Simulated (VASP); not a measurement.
Here is a VASP 6.6.1 calculation.

Contents of INCAR:

```
  ALGO = Normal
  EDIFF = 1E-7
  EDIFFG = -0.01
  ENCUT = 600
  GGA = PE
  IBRION = 2
  ISIF = 3
  ISMEAR = 0
  LASPH = True
  LCHARG = False
  LREAL = False
  LWAVE = False
  NELM = 60
  NSW = 100
  PREC = Accurate
  SIGMA = 0.02
```

KPOINTS

```
k-points
0
Gamma
  8 8 8
```

File POSCAR:

```
BaTe
1.0
    0.0000000000      3.5449197700      3.5449197700
    3.5449197700      0.0000000000      3.5449197700
    3.5449197700      3.5449197700      0.0000000000
Ba Te
1 1
Direct
    0.0000000000      0.0000000000      0.0000000000
    0.5000000000      0.5000000000      0.5000000000
```

Potentials or basis: VASP PAW PBE potentials, release 64 (Ba_sv, Te).

Run with:

```console
$ cat potpaw_PBE.64/Ba_sv/POTCAR potpaw_PBE.64/Te/POTCAR > POTCAR
$ mpirun -np 1 vasp_std > vasp.out
```

(1) Estimate the band gap on the k mesh.

Answers

(1) 1.60 eV, indirect (least direct gap 1.98 eV).

Caveat: the relaxation stopped at its first step, so nothing moved; spin-orbit coupling is left out, which moves the levels of the heavy elements.
